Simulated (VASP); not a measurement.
MnO:

```
Mn O
1.0
     0.00000    2.22391    2.22391
     2.22391    0.00000    2.22391
     2.22391    2.22391    0.00000
Mn O
1 1
Direct
  0.00000 0.00000 0.00000
  0.50000 0.50000 0.50000
```

Base run:

```yaml
Program: VASP 6.6.1
Functional: PBE0
Potentials_or_basis: VASP PAW PBE potentials, release 64 (Mn_pv, O)
Cutoff: 520 eV
k_mesh: 6 × 6 × 6
Occupations: fermi-dirac, width 0.05 eV
Spin: collinear spin, ferromagnetic start
Starting_moments: "[4.0, 0.0] μB"
```

Its results: band gap on the k mesh 1.98 eV (least direct gap 4.77 eV); pressure 1.4 GPa; net moment 5.00 μB per cell; site moments Mn +4.58; O +0.20 μB.

**Question.** The run is repeated on the same cell with these changes: k mesh from 6 × 6 × 6 to 5 × 5 × 5. What comes out?

**Answer.** Band gap on the k mesh 2.20 eV (least direct gap 4.79 eV); pressure 1.3 GPa; net moment 5.00 μB per cell; site moments Mn +4.58; O +0.20 μB.

Caveats: some runs use coarse meshes; the PAW data sets were made with another functional, which shifts forces and pressure a little; a cell with one magnetic atom can't hold antiferromagnetic order, which such compounds often take; an odd mesh through Γ misses points on the zone boundary, where band edges can lie (at least some runs).
